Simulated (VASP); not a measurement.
# MgS (Fm-3m) in VASP: a series of runs

The runs below take MgS through single point, with BLYP+D3(BJ), revPBE, PBE.

Program: VASP 6.6.1. These are calculated values, not measurements. Logs are shortened: lines on timing, memory, paths and dates and some standing lists are left out, and cuts for length are marked.

## Step 1: The cell of the first run

The structure is cubic, space group Fm-3m (No. 225). The conventional cell has a = 5.191 Å, b = 5.191 Å, c = 5.191 Å, α = 90.00°, β = 90.00°, γ = 90.00°. Mg (site symmetry m-3m) has 6 S at 2.60 Å within 3.4 Å. S (site symmetry m-3m) has 6 Mg at 2.60 Å within 3.4 Å.

## Step 2: Single point, BLYP+D3(BJ) (17.48 Å³/atom)

File INCAR:

```
PREC = Accurate ; ENCUT = 600
EDIFF = 1E-6 ; ISMEAR = 0
SIGMA = 0.05 ; LREAL = F
LASPH = T ; NELM = 120
ALGO = Normal ; ISIF = 2
LWAVE = F ; LCHARG = F
GGA = B5 ; ALDAX = 1.0
AGGAX = 1.0 ; AGGAC = 1.0
ALDAC = 0.0 ; IVDW = 12
VDW_S6 = 1.0 ; VDW_S8 = 2.6996
VDW_A1 = 0.4298 ; VDW_A2 = 4.2359
NBANDS = 11 ; GGA_COMPAT = F
```

File KPOINTS:

```
Automatic mesh
0
Gamma
  8 8 8
```

File POSCAR:

```
MgS
1.0
    0.0000000000      2.5955025589      2.5955025589
    2.5955025589      0.0000000000      2.5955025589
    2.5955025589      2.5955025589      0.0000000000
Mg S
1 1
Direct
    0.0000000000      0.0000000000      0.0000000000
    0.5000000000      0.5000000000      0.5000000000
```

Potentials or basis: VASP PAW PBE potentials, release 64 (Mg, S).

Run with:

```sh
$ cat potpaw_PBE.64/Mg/POTCAR potpaw_PBE.64/S/POTCAR > POTCAR
$ mpirun -np 1 vasp_std > vasp.out
```

OUTCAR:

```text
PREC = Accurate
   ENCUT = 600
   EDIFF = 1E-6
   ISMEAR = 0
   LREAL = F
   LASPH = T
   NELM = 120
   ISIF = 2
   GGA = B5
   IVDW = 12
 IVDW          = 12

 ion  position               nearest neighbor table
   1  0.000  0.000  0.000-   2 2.60   2 2.60   2 2.60   2 2.60   2 2.60   2 2.60
   2  0.500  0.500  0.500-   1 2.60   1 2.60   1 2.60   1 2.60   1 2.60   1 2.60

  LATTYP: Found a face centered cubic cell.
 ALAT       =     5.1910051178

  Lattice vectors:

 A1 = (   0.0000000000,   2.5955025589,   2.5955025589)
 A2 = (   2.5955025589,   0.0000000000,   2.5955025589)
 A3 = (   2.5955025589,   2.5955025589,   0.0000000000)

Analysis of symmetry for initial positions (statically):
=====================================================================
 Subroutine PRICEL returns:
 Original cell was already a primitive cell.

 Routine SETGRP: Setting up the symmetry group for a
 face centered cubic supercell.

 Subroutine GETGRP returns: Found 48 space group operations
 (whereof 48 operations were pure point group operations)
 out of a pool of 48 trial point group operations.

The static configuration has the point symmetry O_h .

Analysis of symmetry for dynamics (positions and initial velocities):
=====================================================================
 Subroutine PRICEL returns:
 Original cell was already a primitive cell.

 Routine SETGRP: Setting up the symmetry group for a
 face centered cubic supercell.

 Subroutine GETGRP returns: Found 48 space group operations
 (whereof 48 operations were pure point group operations)
 out of a pool of 48 trial point group operations.

The dynamic configuration has the point symmetry O_h .

 Subroutine INISYM returns: Found 48 space group operations
 (whereof 48 operations are pure point group operations),
 and found     1 'primitive' translations

----------------------------------------------------------------------------------------

                                     Primitive cell

  volume of cell :      34.9699

  direct lattice vectors                    reciprocal lattice vectors
     0.000000000  2.595502559  2.595502559    -0.192640920  0.192640920  0.192640920
     2.595502559  0.000000000  2.595502559     0.192640920 -0.192640920  0.192640920
     2.595502559  2.595502559  0.000000000     0.192640920  0.192640920 -0.192640920

  length of vectors
     3.670594920  3.670594920  3.670594920     0.333663861  0.333663861  0.333663861

  position of ions in fractional coordinates (direct lattice)
     0.000000000  0.000000000  0.000000000
     0.500000000  0.500000000  0.500000000

  ion indices of the primitive-cell ions
   primitive index   ion index
                 1           1
                 2           2

----------------------------------------------------------------------------------------

 KPOINTS: Automatic mesh

Automatic generation of k-mesh.
 Grid dimensions read from file:
 generate k-points for:    8    8    8

 Generating k-lattice:

  Cartesian coordinates                     Fractional coordinates (reciprocal lattice)
    -0.024080115  0.024080115  0.024080115     0.125000000  0.000000000  0.000000000
     0.024080115 -0.024080115  0.024080115     0.000000000  0.125000000  0.000000000
     0.024080115  0.024080115 -0.024080115     0.000000000  0.000000000  0.125000000

  Length of vectors
     0.041707983  0.041707983  0.041707983

  Shift w.r.t. Gamma in fractional coordinates (k-lattice)
     0.000000000  0.000000000  0.000000000

 Subroutine IBZKPT returns following result:
 ===========================================

 Found     29 irreducible k-points:

 Following reciprocal coordinates:
            Coordinates               Weight
  0.000000  0.000000  0.000000      1.000000
  0.125000  0.000000  0.000000      8.000000
  0.250000  0.000000  0.000000      8.000000
  0.375000  0.000000  0.000000      8.000000
  0.500000  0.000000  0.000000      4.000000
  0.125000  0.125000  0.000000      6.000000
[... 16 lines left out ...]
  0.500000  0.250000  0.125000     48.000000
 -0.375000  0.250000  0.125000     24.000000
 [... further k-points ...]
   k-points           NKPTS =     29   k-points in BZ     NKDIM =     29   number of bands    NBANDS=     11
   number of dos      NEDOS =    301   number of ions     NIONS =      2
   total plane-waves  NPLWV =  27000
   dimension x,y,z NGX =    30 NGY =   30 NGZ =   30
   dimension x,y,z NGXF=    60 NGYF=   60 NGZF=   60
   ions per type =               1   1
   NGX,Y,Z   is equivalent  to a cutoff of  13.59, 13.59, 13.59 a.u.
   NGXF,Y,Z  is equivalent  to a cutoff of  27.17, 27.17, 27.17 a.u.
 SYSTEM =  unknown system
   PREC   = accura    normal or accurate (medium, high low for compatibility)
   ISTART =      0    job   : 0-new  1-cont  2-samecut
   ICHARG =      2    charge: 1-file 2-atom 10-const
   ISPIN  =      1    spin polarized calculation?
   LNONCOLLINEAR =      F non collinear calculations
   LSORBIT =      F    spin-orbit coupling
   LASPH  =      T    aspherical Exc in radial PAW
   ENCUT  =  600.0 eV  44.10 Ry    6.64 a.u.   7.33  7.33  7.33*2*pi/ulx,y,z
   NELM   =    120;   NELMIN=  2; NELMDL= -5     # of ELM steps
   EDIFF  = 0.1E-05   stopping-criterion for ELM
   LREAL  =      F    real-space projection
   EDIFFG = 0.1E-04   stopping-criterion for IOM
   NSW    =      0    number of steps for IOM
   IBRION =     -1    ionic relax: 0-MD 1-quasi-New 2-CG
   NFREE  =      0    steps in history (QN), initial steepest desc. (CG)
   ISIF   =      2    stress and relaxation
   ISYM   =      2    0-nonsym 1-usesym 2-fastsym
   POTIM  = 0.5000    time-step for ionic-motion
   TEBEG  =    0.0;   TEEND  =   0.0 temperature during run
   PSTRESS=    0.0 pullay stress
   NELECT =       8.0000    total number of electrons
   NUPDOWN=      -1.0000    fix difference up-down
   EMIN   =  10.00;   EMAX   =-10.00  energy-range for DOS
   EFERMI =   0.00;   METHOD = LEGACY
   ISMEAR =     0;   SIGMA  =   0.05  broadening in eV -4-tet -1-fermi 0-gaus
   EFERMI_NEDOS =   21; number of points for ismear=-14 and -15
   IALGO  =     38    algorithm
   IMIX   =      4    mixing-type and parameters
     AMIX     =   0.40;   BMIX     =  1.00
     AMIX_MAG =   1.60;   BMIX_MAG =  1.00
  volume/ion in A,a.u.               =      17.48       117.99
  Fermi-wavevector in a.u.,A,eV,Ry     =   1.001244  1.892077 13.639705  1.002490
  Thomas-Fermi vector in A             =   2.133654
   LORBIT       =      0    0 simple, 1 ext, 2 COOP (PROOUT), +10 PAW based schemes
   GGA     = B5    functional components
   LHFCALC =     F    Hartree Fock is set to
   AEXX    =    0.0000 exact exchange contribution
   IVDW    =    12    specifies the selected vdW correction
   LEPSILON=     F    determine dielectric tensor
   LRPA    =     F    only Hartree local field effects (RPA)
 non-spin polarized calculation
 Gauss-broadening in eV      SIGMA  =   0.05
  energy-cutoff  :      600.00
  volume of cell :       34.97
 maximum number of plane-waves:      1211
 NGX is ok and might be reduce to    30
   NGX = 15   NGY = 15   NGZ = 15

 number of electron       7.9999999 magnetization

 Free energy of the ion-electron system (eV)
  ---------------------------------------------------
  ext. energy  EPLUGINS =         0.00000000
  ---------------------------------------------------
  free energy    TOTEN  =        -7.48070811 eV

  energy without entropy =       -7.48070811  energy(sigma->0) =       -7.48070811

 E-fermi :   4.4031     XC(G=0):  -9.1474

 val. band max:        4.1685953492   @ k =   0.0000   0.0000   0.0000
 cond. band min:       7.0180858816   @ k =   0.5000   0.5000   0.0000
 fundamental gap:      2.8494905324
 Fermi energy:         4.4031262867

 k-point     1 :       0.0000    0.0000    0.0000
  band No.  band energies     occupation
      1      -8.4671      2.00000
      2       4.1686      2.00000
      3       4.1686      2.00000
      4       4.1686      2.00000
      5       8.1115      0.00000
      6      12.3071      0.00000
      7      12.3071      0.00000
      8      12.3071      0.00000
      9      14.5715      0.00000
     10      14.5715      0.00000
     11      17.3153      0.00000

 k-point     2 :       0.1250    0.0000    0.0000
  band No.  band energies     occupation
      1      -8.3171      2.00000
      2       3.1546      2.00000
      3       4.0697      2.00000
      4       4.0697      2.00000
      5       8.8954      0.00000
      6      12.0318      0.00000
      7      12.5465      0.00000
      8      12.5465      0.00000
      9      13.9658      0.00000
     10      13.9658      0.00000
     11      17.0827      0.00000

 k-point     3 :       0.2500    0.0000    0.0000
  band No.  band energies     occupation
      1      -7.9118      2.00000
      2       1.4208      2.00000
      3       3.8533      2.00000
      4       3.8533      2.00000
      5       9.3888      0.00000
      6      12.1179      0.00000
      7      12.1179      0.00000
      8      12.6672      0.00000
      9      14.5985      0.00000
     10      14.5985      0.00000
     11      16.2934      0.00000

 k-point     4 :       0.3750    0.0000    0.0000
  band No.  band energies     occupation
      1      -7.4186      2.00000
      2      -0.0091      2.00000
      3       3.6619      2.00000
      4       3.6619      2.00000
      5       9.1514      0.00000
      6      11.4455      0.00000
      7      11.4455      0.00000
      8      14.0191      0.00000
      9      16.1098      0.00000
     10      16.5605      0.00000
     11      16.5605      0.00000

 k-point     5 :       0.5000    0.0000    0.0000
  band No.  band energies     occupation
      1      -7.1745      2.00000
      2      -0.5820      2.00000
      3       3.5885      2.00000
      4       3.5885      2.00000
      5       9.0212      0.00000
      6      11.1988      0.00000
      7      11.1988      0.00000
      8      14.3305      0.00000
      9      16.7440      0.00000
     10      18.6194      0.00000
     11      18.6194      0.00000
[... 211 lines left out ...]
 k-point    21 :       0.5000    0.5000    0.0000
  band No.  band energies     occupation
      1      -6.8113      2.00000
      2       0.0734      2.00000
      3       2.5159      2.00000
      4       2.5159      2.00000
      5       7.0181      0.00000
      6       8.8701      0.00000
      7      16.4876      0.00000
      8      16.9879      0.00000
      9      17.7259      0.00000
     10      17.7259      0.00000
     11      20.0935      0.00000

 k-point    22 :       0.3750    0.2500    0.1250
  band No.  band energies     occupation
      1      -7.5955      2.00000
      2       1.1618      2.00000
      3       2.7553      2.00000
      4       3.5098      2.00000
      5      10.0558      0.00000
      6      10.9357      0.00000
      7      11.4797      0.00000
      8      13.4671      0.00000
      9      14.4773      0.00000
     10      17.2654      0.00000
     11      19.2560      0.00000

 k-point    23 :       0.5000    0.2500    0.1250
  band No.  band energies     occupation
      1      -7.1801      2.00000
      2       0.3300      2.00000
      3       2.2337      2.00000
      4       3.2023      2.00000
      5       9.8868      0.00000
      6      10.7959      0.00000
      7      12.1900      0.00000
      8      13.3074      0.00000
      9      15.9915      0.00000
     10      18.5944      0.00000
     11      19.2988      0.00000

 k-point    24 :      -0.3750    0.2500    0.1250
  band No.  band energies     occupation
      1      -6.9821      2.00000
      2      -0.0574      2.00000
      3       2.0951      2.00000
      4       3.0430      2.00000
      5       9.8303      0.00000
      6      10.5255      0.00000
      7      12.7137      0.00000
      8      13.8060      0.00000
      9      16.6344      0.00000
     10      17.5953      0.00000
     11      19.8456      0.00000

 [... further k-points ...]

------------------------ aborting loop because EDIFF is reached ----------------------------------------

 Edisp (eV)   -1.57906

 E8    (eV) :    -1.1187

  FORCE on cell =-STRESS in cart. coord.  units (eV):
  Direction    XX          YY          ZZ          XY          YZ          ZX
  --------------------------------------------------------------------------------------
  -------------------------------------------------------------------------------------
  Total      -0.71274    -0.71274    -0.71274     0.00000     0.00000    -0.00000
  in kB     -32.65480   -32.65480   -32.65480     0.00000     0.00000    -0.00000
  external pressure =      -32.65 kB  Pullay stress =        0.00 kB

 VOLUME and BASIS-vectors are now :
 -----------------------------------------------------------------------------
  energy-cutoff  :      600.00
  volume of cell :       34.97
      direct lattice vectors                 reciprocal lattice vectors
     0.000000000  2.595502559  2.595502559    -0.192640920  0.192640920  0.192640920
     2.595502559  0.000000000  2.595502559     0.192640920 -0.192640920  0.192640920
     2.595502559  2.595502559  0.000000000     0.192640920  0.192640920 -0.192640920

 POSITION                                       TOTAL-FORCE (eV/Angst)
 -----------------------------------------------------------------------------------
      0.00000      0.00000      0.00000         0.000000     -0.000000     -0.000000
      2.59550      2.59550      2.59550        -0.000000      0.000000      0.000000
 -----------------------------------------------------------------------------------
    total drift:                               -0.000000     -0.000000      0.000000

  FREE ENERGIE OF THE ION-ELECTRON SYSTEM (eV)
  ---------------------------------------------------
  free  energy   TOTEN  =        -9.0597639714 eV

  energy  without entropy=       -9.0597639714  energy(sigma->0) =       -9.05976397
```

Wall time 28 s (1 thread of AMD EPYC 7R43 (Zen 3), shared host); peak memory 0.15 GiB.

Results:

- Free energy: -9.0598 eV
- Pressure: -3.3 GPa
- Band gap on the k mesh: 2.85 eV (least direct gap 3.94 eV)
- Dispersion energy per atom: -0.790 eV

Caveat: the cell stands under tension; the PAW data sets were made with another functional, which shifts forces and pressure a little.

## Step 3: Single point, revPBE (18.67 Å³/atom)

This run uses another cell than the first one, of 18.67 Å³/atom.

File INCAR:

```
SYSTEM = MgS
ALGO = Normal
EDIFF = 1E-6
ENCUT = 600
GGA = RE
GGA_COMPAT = .FALSE.
ISIF = 2
ISMEAR = 0
LASPH = .TRUE.
LCHARG = .FALSE.
LREAL = .FALSE.
LWAVE = .FALSE.
NBANDS = 11
NELM = 120
PREC = Accurate
SIGMA = 0.05
```

File KPOINTS:

```
k-points
0
G
  8 8 8
  0 0 0
```

File POSCAR:

```
MgS
1.0
    0.0000000000      2.6526363400      2.6526363400
    2.6526363400      0.0000000000      2.6526363400
    2.6526363400      2.6526363400      0.0000000000
Mg S
1 1
Direct
    0.0000000000      0.0000000000      0.0000000000
    0.5000000000      0.5000000000      0.5000000000
```

Potentials or basis: VASP PAW PBE potentials, release 64 (Mg, S).

Run with:

```sh
$ cat potpaw_PBE.64/Mg/POTCAR potpaw_PBE.64/S/POTCAR > POTCAR
$ mpirun -np 1 vasp_std > vasp.out
```

It took 18 s on 1 thread of AMD EPYC 7R43 (Zen 3), shared host; peak memory 0.14 GiB.

The run converged. Its results:

* Free energy: -8.0298 eV
* Pressure: -1.7 GPa
* Band gap on the k mesh: 2.77 eV (least direct gap 3.39 eV)

Levels at points of the mesh, in eV from the valence-band top:
```csv
k point,band 1,band 2,band 3,band 4,band 5,band 6,band 7,band 8
"(0.00, 0.00, 0.00)",-12.34,0.00,0.00,0.00,3.39,8.01,8.01,8.01
"(0.50, 0.00, 0.00)",-11.18,-4.49,-0.53,-0.53,4.53,6.89,6.89,9.63
"(0.50, 0.50, 0.00)",-10.86,-3.88,-1.55,-1.55,2.77,4.61,11.53,12.65
```

Caveat: the PAW data sets were made with another functional, which shifts forces and pressure a little.

## Step 4: Single point, revPBE (19.03 Å³/atom)

This run uses another cell than the first one, of 19.03 Å³/atom.

File INCAR:

```
SYSTEM = MgS
ALGO     = Normal         ! electronic algorithm
EDIFF    = 1E-6           ! SCF threshold, eV
ENCUT    = 600            ! plane-wave cutoff, eV
GGA      = RE             ! functional
GGA_COMPAT= .FALSE.      
ISIF     = 2              ! what is computed and relaxed
ISMEAR   = 0              ! smearing method
LASPH    = .TRUE.         ! aspherical terms in the spheres
LCHARG   = .FALSE.        ! write CHGCAR
LREAL    = .FALSE.        ! projectors in reciprocal space
LWAVE    = .FALSE.        ! write WAVECAR
NBANDS   = 11             ! bands
NELM     = 120            ! most SCF steps
PREC     = Accurate       ! precision mode
SIGMA    = 0.05           ! smearing width, eV
```

KPOINTS is that of step 3.

File POSCAR:

```
MgS
1.0
    0.0000000000      2.6698617340      2.6698617340
    2.6698617340      0.0000000000      2.6698617340
    2.6698617340      2.6698617340      0.0000000000
Mg S
1 1
Direct
    0.0000000000      0.0000000000      0.0000000000
    0.5000000000      0.5000000000      0.5000000000
```

Run with:

```sh
$ cat potpaw_PBE.64/Mg/POTCAR potpaw_PBE.64/S/POTCAR > POTCAR
$ mpirun -np 1 vasp_std > vasp.out
```

Wall time 16 s (1 thread of AMD EPYC 7R43 (Zen 3), shared host); peak memory 0.14 GiB.

The run converged. Its results:

- Free energy: -8.0195 eV
- Pressure: -2.9 GPa
- Band gap on the k mesh: 2.72 eV (least direct gap 3.25 eV)

Levels at points of the mesh, in eV from the valence-band top:
| k point | band 1 | band 2 | band 3 | band 4 | band 5 | band 6 | band 7 | band 8 | band 9 |
| --- | --- | --- | --- | --- | --- | --- | --- | --- | --- |
| (0.00, 0.00, 0.00) | -12.24 | 0.00 | 0.00 | 0.00 | 3.25 | 8.02 | 8.02 | 8.02 | 10.27 |
| (0.50, 0.00, 0.00) | -11.13 | -4.40 | -0.51 | -0.51 | 4.50 | 6.87 | 6.87 | 9.42 | 11.83 |
| (0.50, 0.50, 0.00) | -10.82 | -3.78 | -1.51 | -1.51 | 2.72 | 4.66 | 11.35 | 12.60 | 12.71 |

Caveat: the PAW data sets were made with another functional, which shifts forces and pressure a little. A k mesh can miss the band edges.

## Step 5: Single point, PBE, non-collinear spin, zero start, spin-orbit coupling

This run uses another cell than the first one, of 17.61 Å³/atom.

File INCAR:

```
  PREC = Accurate
  ENCUT = 600
  EDIFF = 1E-6
  ISMEAR = 0
  SIGMA = 0.05
  LREAL = False
  LASPH = True
  NELM = 200
  ALGO = Normal
  ISIF = 2
  LWAVE = False
  LCHARG = False
  MAGMOM = 0 0 0 0 0 0
  LORBIT = 11
  LSORBIT = True
  GGA_COMPAT = False
  LORBMOM = True
  GGA = PE
  NBANDS = 20
```

File KPOINTS:

```
Automatic mesh
0
Gamma
  8 8 8
```

File POSCAR:

```
MgS
1.0
    0.0000000000      2.6016508254      2.6016508254
    2.6016508254      0.0000000000      2.6016508254
    2.6016508254      2.6016508254      0.0000000000
Mg S
1 1
Direct
    0.0000000000      0.0000000000      0.0000000000
    0.5000000000      0.5000000000      0.5000000000
```

Run with:

```sh
$ cat potpaw_PBE.64/Mg/POTCAR potpaw_PBE.64/S/POTCAR > POTCAR
$ mpirun -np 1 vasp_ncl > vasp.out
```

It took 64 s on 1 thread of AMD EPYC 7R43 (Zen 3), shared host; peak memory 0.26 GiB.

It converged, with:

```yaml
Free_energy: -8.5031 eV
Pressure: 0.9 GPa
Net_moment: 0.00 μB per cell
Valence_electrons_inside_the_program's_atomic_spheres: Mg 0.30; S 3.82
```

Moments on the atoms (μB; x, y, z):
```
Mg  0.00 0.00 0.00
S   0.00 0.00 0.00
```

## Step 6: The runs side by side

```csv
level,spin,cell,gap on the mesh (eV),pressure (GPa)
BLYP+D3(BJ),off,"a = 3.671 Å, angles 60.0°, 2 atoms",2.85,-3.3
revPBE,off,"a = 3.751 Å, angles 60.0°, 2 atoms",2.77,-1.7
revPBE,off,"a = 3.776 Å, angles 60.0°, 2 atoms",2.72,-2.9
PBE,"non-collinear, zero start, SOC","a = 3.679 Å, angles 60.0°, 2 atoms",-,0.9
```

Alike in all rows: task single point; potentials or basis VASP PAW PBE potentials, release 64 (Mg, S); k mesh 8 × 8 × 8; cutoff (eV) 600; smearing gaussian 0.05 eV.

Caveats: the PAW data sets were made with another functional, which shifts forces and pressure a little (at least some runs); the cell stands under tension (at least some runs).

Absolute energies hang on the potentials; compare differences alone.
